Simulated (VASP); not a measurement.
# RbLaSn (P-6m2) in VASP: a series of runs

Runs on RbLaSn. Level: PBE. Tasks: single point.

All numbers are computed with VASP 6.6.1; they aren't measurements. Logs are shortened: lines on timing, memory, paths and dates and some standing lists are left out, and cuts for length are marked.

### 1 The cell of the first run

Symmetry: P-6m2, No. 187, hexagonal system. Conventional cell: a = 5.036 Å, b = 5.036 Å, c = 4.887 Å, α = 90.00°, β = 90.00°, γ = 120.00°. Within 5.0 Å of Rb (site symmetry -6m2) lie 6 La at 3.80 Å and 6 Sn at 3.80 Å and 2 Rb at 4.89 Å. La (site symmetry -6m2) has 3 Sn at 2.91 Å and 6 Rb at 3.80 Å within 3.8 Å. Sn (site symmetry -6m2) has 3 La at 2.91 Å and 6 Rb at 3.80 Å within 3.8 Å.

### 2 Single point, PBE

INCAR

```
PREC = Accurate
ENCUT = 520
EDIFF = 1E-6
ISMEAR = 0
SIGMA = 0.1
LREAL = False
LASPH = True
NELM = 60
ALGO = Normal
ISIF = 2
LWAVE = False
LCHARG = False
GGA = PE
NBANDS = 24
```

KPOINTS

```
regular mesh
0
Gamma
  6 6 4
```

POSCAR

```
RbLaSn
1.0
    5.0358069700      0.0000000000      0.0000000000
   -2.5179034800      4.3611367600      0.0000000000
    0.0000000000      0.0000000000      4.8873786000
Rb La Sn
1 1 1
Direct
    0.0000000000      0.0000000000      0.0000000000
    0.3333333300      0.6666666700      0.5000000000
    0.6666666700      0.3333333300      0.5000000000
```

Potentials or basis: VASP PAW PBE potentials, release 64 (Rb_sv, La, Sn_d).

Started as:

```sh
cat potpaw_PBE.64/Rb_sv/POTCAR potpaw_PBE.64/La/POTCAR potpaw_PBE.64/Sn_d/POTCAR > POTCAR
mpirun -np 1 vasp_std > vasp.out
```

OUTCAR:

```text
PREC = Accurate
   ENCUT = 520
   EDIFF = 1E-6
   ISMEAR = 0
   LREAL = False
   LASPH = True
   NELM = 60
   ISIF = 2
   GGA = PE

 ion  position               nearest neighbor table
   1  0.000  0.000  0.000-   2 3.80   3 3.80   2 3.80   3 3.80   2 3.80   2 3.80   3 3.80   3 3.80
                             3 3.80   3 3.80   2 3.80   2 3.80
   2  0.333  0.667  0.500-   3 2.91   3 2.91   3 2.91   1 3.80   1 3.80   1 3.80   1 3.80   1 3.80
                             1 3.80
   3  0.667  0.333  0.500-   2 2.91   2 2.91   2 2.91   1 3.80   1 3.80   1 3.80   1 3.80   1 3.80
                             1 3.80

  LATTYP: Found a hexagonal cell.
 ALAT       =     5.0358069700
 C/A-ratio  =     0.9705254052

  Lattice vectors:

 A1 = (   5.0358069700,   0.0000000000,   0.0000000000)
 A2 = (  -2.5179034800,   4.3611367600,   0.0000000000)
 A3 = (   0.0000000000,   0.0000000000,   4.8873786000)

Analysis of symmetry for initial positions (statically):
=====================================================================
 Subroutine PRICEL returns:
 Original cell was already a primitive cell.

 Routine SETGRP: Setting up the symmetry group for a
 hexagonal supercell.

 Subroutine GETGRP returns: Found 12 space group operations
 (whereof 12 operations were pure point group operations)
 out of a pool of 24 trial point group operations.

The static configuration has the point symmetry D_3h.

Analysis of symmetry for dynamics (positions and initial velocities):
=====================================================================
 Subroutine PRICEL returns:
 Original cell was already a primitive cell.

 Routine SETGRP: Setting up the symmetry group for a
 hexagonal supercell.

 Subroutine GETGRP returns: Found 12 space group operations
 (whereof 12 operations were pure point group operations)
 out of a pool of 24 trial point group operations.

The dynamic configuration has the point symmetry D_3h.

 Subroutine INISYM returns: Found 12 space group operations
 (whereof 12 operations are pure point group operations),
 and found     1 'primitive' translations

----------------------------------------------------------------------------------------

                                     Primitive cell

  volume of cell :     107.3358

  direct lattice vectors                    reciprocal lattice vectors
     5.035806970  0.000000000  0.000000000     0.198577905  0.114649007  0.000000000
    -2.517903480  4.361136760  0.000000000     0.000000000  0.229298014  0.000000000
     0.000000000  0.000000000  4.887378600     0.000000000  0.000000000  0.204608663

  length of vectors
     5.035806970  5.035806964  4.887378600     0.229298014  0.229298014  0.204608663

  position of ions in fractional coordinates (direct lattice)
     0.000000000  0.000000000  0.000000000
     0.333333330  0.666666670  0.500000000
     0.666666670  0.333333330  0.500000000

  ion indices of the primitive-cell ions
   primitive index   ion index
                 1           1
                 2           2
                 3           3

----------------------------------------------------------------------------------------

 KPOINTS: regular mesh

Automatic generation of k-mesh.
 Grid dimensions read from file:
 generate k-points for:    6    6    4

 Generating k-lattice:

  Cartesian coordinates                     Fractional coordinates (reciprocal lattice)
     0.033096318  0.019108168  0.000000000     0.166666667  0.000000000  0.000000000
     0.000000000  0.038216336  0.000000000     0.000000000  0.166666667  0.000000000
     0.000000000  0.000000000  0.051152166     0.000000000  0.000000000  0.250000000

  Length of vectors
     0.038216336  0.038216336  0.051152166

  Shift w.r.t. Gamma in fractional coordinates (k-lattice)
     0.000000000  0.000000000  0.000000000

 Subroutine IBZKPT returns following result:
 ===========================================

 Found     21 irreducible k-points:

 Following reciprocal coordinates:
            Coordinates               Weight
  0.000000  0.000000  0.000000      1.000000
  0.166667 -0.000000  0.000000      6.000000
  0.333333 -0.000000  0.000000      6.000000
  0.500000 -0.000000  0.000000      3.000000
  0.166667  0.166667  0.000000      6.000000
  0.333333  0.166667  0.000000     12.000000
[... 13 lines left out ...]
  0.333333  0.166667  0.500000     12.000000
  0.333333  0.333333  0.500000      2.000000
   k-points           NKPTS =     21   k-points in BZ     NKDIM =     21   number of bands    NBANDS=     24
   number of dos      NEDOS =    301   number of ions     NIONS =      3
   total plane-waves  NPLWV =  57600
   dimension x,y,z NGX =    40 NGY =   40 NGZ =   36
   dimension x,y,z NGXF=    80 NGYF=   80 NGZF=   72
   ions per type =               1   1   1
   NGX,Y,Z   is equivalent  to a cutoff of  13.21, 13.21, 12.25 a.u.
   NGXF,Y,Z  is equivalent  to a cutoff of  26.41, 26.41, 24.49 a.u.
 SYSTEM =  unknown system
   PREC   = accura    normal or accurate (medium, high low for compatibility)
   ISTART =      0    job   : 0-new  1-cont  2-samecut
   ICHARG =      2    charge: 1-file 2-atom 10-const
   ISPIN  =      1    spin polarized calculation?
   LNONCOLLINEAR =      F non collinear calculations
   LSORBIT =      F    spin-orbit coupling
   LASPH  =      T    aspherical Exc in radial PAW
   ENCUT  =  520.0 eV  38.22 Ry    6.18 a.u.   9.36  9.36  9.09*2*pi/ulx,y,z
   NELM   =     60;   NELMIN=  2; NELMDL= -5     # of ELM steps
   EDIFF  = 0.1E-05   stopping-criterion for ELM
   LREAL  =      F    real-space projection
   EDIFFG = 0.1E-04   stopping-criterion for IOM
   NSW    =      0    number of steps for IOM
   IBRION =     -1    ionic relax: 0-MD 1-quasi-New 2-CG
   NFREE  =      0    steps in history (QN), initial steepest desc. (CG)
   ISIF   =      2    stress and relaxation
   ISYM   =      2    0-nonsym 1-usesym 2-fastsym
   POTIM  = 0.5000    time-step for ionic-motion
   TEBEG  =    0.0;   TEEND  =   0.0 temperature during run
   PSTRESS=    0.0 pullay stress
   NELECT =      34.0000    total number of electrons
   NUPDOWN=      -1.0000    fix difference up-down
   EMIN   =  10.00;   EMAX   =-10.00  energy-range for DOS
   EFERMI =   0.00;   METHOD = LEGACY
   ISMEAR =     0;   SIGMA  =   0.10  broadening in eV -4-tet -1-fermi 0-gaus
   EFERMI_NEDOS =   21; number of points for ismear=-14 and -15
   IALGO  =     38    algorithm
   IMIX   =      4    mixing-type and parameters
     AMIX     =   0.40;   BMIX     =  1.00
     AMIX_MAG =   1.60;   BMIX_MAG =  1.00
  volume/ion in A,a.u.               =      35.78       241.45
  Fermi-wavevector in a.u.,A,eV,Ry     =   1.115971  2.108879 16.944575  1.245391
  Thomas-Fermi vector in A             =   2.252581
   LORBIT       =      0    0 simple, 1 ext, 2 COOP (PROOUT), +10 PAW based schemes
   GGA     = PE    functional components
   LHFCALC =     F    Hartree Fock is set to
   AEXX    =    0.0000 exact exchange contribution
   IVDW    =     0    specifies the selected vdW correction
   LEPSILON=     F    determine dielectric tensor
   LRPA    =     F    only Hartree local field effects (RPA)
 non-spin polarized calculation
 Gauss-broadening in eV      SIGMA  =   0.10
  energy-cutoff  :      520.00
  volume of cell :      107.34
 maximum number of plane-waves:      2914
 NGX is ok and might be reduce to    40
   NGX = 19   NGY = 19   NGZ = 19

 number of electron      34.0000005 magnetization

 Free energy of the ion-electron system (eV)
  ---------------------------------------------------
  ext. energy  EPLUGINS =         0.00000000
  ---------------------------------------------------
  free energy    TOTEN  =        -8.99405968 eV

  energy without entropy =       -8.98356292  energy(sigma->0) =       -8.98881130

 E-fermi :   5.0638     XC(G=0):  -8.8658

 val. band max:        4.9905410379   @ k =   0.3333   0.1667   0.2500
 cond. band min:       5.1295776050   @ k =   0.5000  -0.0000   0.0000
 fundamental gap:      0.1390365671
 Fermi energy:         5.0638292172

 k-point     1 :       0.0000    0.0000    0.0000
  band No.  band energies     occupation
      1     -27.7875      2.00000
      2     -22.4109      2.00000
      3     -15.4783      2.00000
      4     -15.4783      2.00000
      5     -15.3724      2.00000
      6     -15.3655      2.00000
[... 16 lines left out ...]
     23       6.9330      0.00000
     24       6.9743      0.00000

 k-point     2 :       0.1667   -0.0000    0.0000
  band No.  band energies     occupation
      1     -27.7861      2.00000
      2     -22.4106      2.00000
      3     -15.4699      2.00000
      4     -15.4652      2.00000
      5     -15.3742      2.00000
      6     -15.3673      2.00000
[... 16 lines left out ...]
     23       6.9296      0.00000
     24       7.0370      0.00000

 k-point     3 :       0.3333   -0.0000    0.0000
  band No.  band energies     occupation
      1     -27.7833      2.00000
      2     -22.4100      2.00000
      3     -15.4530      2.00000
      4     -15.4347      2.00000
      5     -15.3815      2.00000
      6     -15.3708      2.00000
[... 16 lines left out ...]
     23       6.9921      0.00000
     24       7.0669      0.00000

 k-point     4 :       0.5000   -0.0000    0.0000
  band No.  band energies     occupation
      1     -27.7820      2.00000
      2     -22.4096      2.00000
      3     -15.4445      2.00000
      4     -15.4110      2.00000
      5     -15.3932      2.00000
      6     -15.3726      2.00000
[... 16 lines left out ...]
     23       7.0289      0.00000
     24       7.0721      0.00000

 k-point     5 :       0.1667    0.1667    0.0000
  band No.  band energies     occupation
      1     -27.7840      2.00000
      2     -22.4101      2.00000
      3     -15.4567      2.00000
      4     -15.4440      2.00000
      5     -15.3786      2.00000
      6     -15.3698      2.00000
[... 16 lines left out ...]
     23       6.9498      0.00000
     24       7.0630      0.00000

 k-point     6 :       0.3333    0.1667    0.0000
  band No.  band energies     occupation
      1     -27.7819      2.00000
      2     -22.4096      2.00000
      3     -15.4423      2.00000
      4     -15.4180      2.00000
      5     -15.3884      2.00000
      6     -15.3722      2.00000
[... 16 lines left out ...]
     23       7.0085      0.00000
     24       7.0730      0.00000
[... 298 lines left out ...]
 k-point    18 :       0.5000   -0.0000    0.5000
  band No.  band energies     occupation
      1     -27.7797      2.00000
      2     -22.4068      2.00000
      3     -15.4443      2.00000
      4     -15.4090      2.00000
      5     -15.3932      2.00000
      6     -15.3728      2.00000
[... 16 lines left out ...]
     23       7.0834      0.00000
     24       7.1157      0.00000

 k-point    19 :       0.1667    0.1667    0.5000
  band No.  band energies     occupation
      1     -27.7816      2.00000
      2     -22.4083      2.00000
      3     -15.4565      2.00000
      4     -15.4437      2.00000
      5     -15.3766      2.00000
      6     -15.3705      2.00000
[... 16 lines left out ...]
     23       7.0536      0.00000
     24       7.0943      0.00000

 k-point    20 :       0.3333    0.1667    0.5000
  band No.  band energies     occupation
      1     -27.7797      2.00000
      2     -22.4068      2.00000
      3     -15.4422      2.00000
      4     -15.4166      2.00000
      5     -15.3876      2.00000
      6     -15.3731      2.00000
[... 16 lines left out ...]
     23       7.0694      0.00000
     24       7.0776      0.00000

 k-point    21 :       0.3333    0.3333    0.5000
  band No.  band energies     occupation
      1     -27.7790      2.00000
      2     -22.4063      2.00000
      3     -15.4342      2.00000
      4     -15.4106      2.00000
      5     -15.3912      2.00000
      6     -15.3742      2.00000
[... 16 lines left out ...]
     23       7.0563      0.00000
     24       7.0606      0.00000

------------------------ aborting loop because EDIFF is reached ----------------------------------------

  FORCE on cell =-STRESS in cart. coord.  units (eV):
  Direction    XX          YY          ZZ          XY          YZ          ZX
  --------------------------------------------------------------------------------------
  -------------------------------------------------------------------------------------
  Total        7.4621769      7.4621769      2.3866105      0.0000000     -0.0000000      0.0000000
  in kB      111.3861924    111.3861921     35.6243847      0.0000001     -0.0000000      0.0000000
  external PRESSURE =      86.1322564 kB  Pullay stress =       0.0000000 kB

 VOLUME and BASIS-vectors are now :
 -----------------------------------------------------------------------------
  energy-cutoff  :      520.00
  volume of cell :      107.34
      direct lattice vectors                 reciprocal lattice vectors
     5.035806970  0.000000000  0.000000000     0.198577905  0.114649007  0.000000000
    -2.517903480  4.361136760  0.000000000     0.000000000  0.229298014  0.000000000
     0.000000000  0.000000000  4.887378600     0.000000000  0.000000000  0.204608663

 POSITION                                       TOTAL-FORCE (eV/Angst)
 -----------------------------------------------------------------------------------
      0.00000      0.00000      0.00000        -0.000000      0.000000      0.000000
     -0.00000      2.90742      2.44369        -0.000000      0.000000      0.000000
      2.51790      1.45371      2.44369         0.000000     -0.000000      0.000000
 -----------------------------------------------------------------------------------
    total drift:                                0.000016     -0.000009      0.000000

  FREE ENERGIE OF THE ION-ELECTRON SYSTEM (eV)
  ---------------------------------------------------
  free  energy   TOTEN  =        -8.9940596793 eV

  energy  without entropy=       -8.9835629161  energy(sigma->0) =       -8.98881130
```

It took 32 s on 1 thread of AMD EPYC 9R45 (Zen 5), shared host; peak memory 0.24 GiB.

What came out:

- Free energy: -8.9941 eV
- Pressure: 8.6 GPa
- Band gap on the k mesh: zero (band 17 reaches 5.39 eV, above the bottom of band 18 at 4.76 eV)

Caveat: spin-orbit coupling is left out, which moves the levels of the heavy elements.

### 3 Single point, PBE

This run uses another cell than the first one, of 42.09 Å³/atom, 1.176 times its volume.

INCAR, as its differences from that of step 2:

```diff
@@ -11,4 +11,6 @@
 LWAVE = False
-LCHARG = False
+LCHARG = True
 GGA = PE
+LELF = True
+LVHAR = True
 NBANDS = 24
```

KPOINTS

```
Automatic mesh
0
Gamma
  6 6 4
```

POSCAR

```
RbLaSn
1.0
    5.6804613672     -0.0000000033      0.0000000000
   -2.8402306808      4.9194238508      0.0000000000
    0.0000000000      0.0000000000      4.5189461820
Rb La Sn
1 1 1
Direct
    0.0000000000      0.0000000000      0.0000000000
    0.3333333333      0.6666666667      0.5000000000
    0.6666666667      0.3333333333      0.5000000000
```

Potentials or basis: VASP PAW PBE potentials, release 64 (Rb_sv, La, Sn_d).

Started as:

```sh
cat potpaw_PBE.64/Rb_sv/POTCAR potpaw_PBE.64/La/POTCAR potpaw_PBE.64/Sn_d/POTCAR > POTCAR
mpirun -np 1 vasp_std > vasp.out
```

It took 43 s on 1 thread of AMD EPYC 9R45 (Zen 5), shared host; peak memory 0.26 GiB.

The run converged. Its results:

| Quantity | Value |
| --- | --- |
| Free energy | -9.7582 eV |
| Pressure | -0.1 GPa |
| Band gap on the k mesh | 0.11 eV, direct |

Levels at points of the mesh, in eV from the valence-band top:
| k point | band 15 | band 16 | band 17 | band 18 | band 19 | band 20 |
| --- | --- | --- | --- | --- | --- | --- |
| (0.00, 0.00, 0.00) | -1.20 | -1.20 | -0.90 | 0.82 | 0.99 | 1.10 |
| (0.50, 0.00, 0.00) | -1.94 | -0.52 | -0.39 | 0.52 | 0.84 | 1.05 |
| (0.00, 0.00, 0.50) | -1.58 | -1.12 | -1.12 | 0.43 | 0.43 | 1.07 |
| (0.50, 0.00, 0.50) | -1.54 | -1.03 | -0.14 | 0.65 | 0.89 | 1.09 |

Caveat: spin-orbit coupling is left out, which moves the levels of the heavy elements.

[end of part 1 of 2]
